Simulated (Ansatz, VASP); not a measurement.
## C in VASP and in Ansatz

```xyz
2
Lattice="0.0000 2.0632 3.4484 1.1912 0.0000 3.4484 1.1912 2.0632 0.0000" Properties=species:S:1:pos:R:3 pbc="T T T"
C     1.1912    0.6877    3.4484
C     1.1912    3.4386    3.4484
```

Change from the starting cell: strain -0.030 along x and y, +0.030 along z, atoms carried along.

Alike in both runs: task single point; functional r2SCAN; k mesh 14 × 14 × 14; occupations gaussian, width 0.05 eV; no spin polarisation.

```csv
,VASP,Ansatz
version,VASP 6.6.1,Ansatz 0.2.0
potentials or method,"VASP PAW PBE potentials, release 64 (C), cutoff 520 eV","scalar-relativistic, plane waves, PAW"
valence electrons in the cell,8,8
```

Ansatz gave:

- gap on the k mesh at the Fermi level (eV): 0.64
- least direct gap on the mesh (eV): 0.76
- pressure (GPa): 29.0
- traceless stress, the component that is largest in VASP (GPa): -28.35
- rms of the force components (eV/Å): 0.011

What did VASP give for the same quantities?

gap on the k mesh at the Fermi level (eV): 0.64; least direct gap on the mesh (eV): 0.76; pressure (GPa): 29.7; traceless stress, the component that is largest in VASP (GPa): -29.19; rms of the force components (eV/Å): 0.011.

VASP's potentials were made for PBE, not for r2SCAN. Atom by atom the forces differ by 0.000 eV/Å (rms over components). Both programs put the cell under a high pressure, so it lies far from rest at this level.
